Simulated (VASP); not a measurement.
Wanted: the native input for a VASP 6.6.1 run.

```yaml
Task: relaxation of cell and atoms
Functional: PBE
Potentials_or_basis: VASP PAW PBE potentials, release 64 (Cd)
Cutoff: 600 eV
k_mesh: 6 × 6 × 4
Occupations: gaussian, width 0.1 eV
Spin: no spin polarisation
Dipole_correction: no
Further_INCAR_settings: ALGO = Normal; EDIFF = 1e-06; IBRION = 2; EDIFFG = -0.04; NSW = 90; ISIF = 3
```

The structure of Cd lies in POSCAR:

```
Cd
1.0
    4.0674283230      0.0000000000      0.0000000000
   -2.0337141616      3.5224962558      0.0000000000
    0.0000000000      0.0000000000      4.6146335891
Cd
3
Direct
    0.2254000000      0.0000000000      0.3333333333
    0.0000000000      0.2254000000      0.6666666667
    0.7746000000      0.7746000000      0.0000000000
```

These files were run (other wordings do the same):

INCAR

```
SYSTEM = Cd
PREC = Accurate ; ENCUT = 600
EDIFF = 1E-6 ; ISMEAR = 0
SIGMA = 0.1 ; LREAL = .FALSE.
LASPH = .TRUE. ; NELM = 100
ALGO = Normal ; ISIF = 3
LWAVE = .FALSE. ; LCHARG = .FALSE.
GGA = PE ; IBRION = 2
NSW = 90 ; EDIFFG = -0.04
```

KPOINTS

```
Automatic mesh
0
G
  6 6 4
  0 0 0
```

Potentials or basis: VASP PAW PBE potentials, release 64 (Cd).

Launch:

```bash
$ cat potpaw_PBE.64/Cd/POTCAR > POTCAR
$ mpirun -np 1 vasp_std > vasp.out
```

Results of the run:

The relaxed volume is 26.76 Å³/atom and the relaxed cell is a = 4.042 Å, b = 4.042 Å, c = 5.676 Å, α = 90.00°, β = 90.00°, γ = 120.00°. The space group after relaxing (to 0.05 Å) is R-3m (No. 166), the energy gained by relaxing is 1692.1 meV/atom and the ionic steps are 15. The pressure after relaxing is 0.0 GPa and the largest force after relaxing is 0.031 eV/Å. The band gap on the k mesh is zero (band 18 reaches 4.34 eV, above the bottom of band 19 at -0.55 eV).

Caveat: the volume moved by over 15 % at a fixed basis, so the end points are rough.

It took 4.5 min on 1 thread of Intel(R) Xeon(R) Platinum 8259CL CPU @ 2.50GHz (Skylake/Cascade Lake) (shared host), peak memory 0.22 GiB.
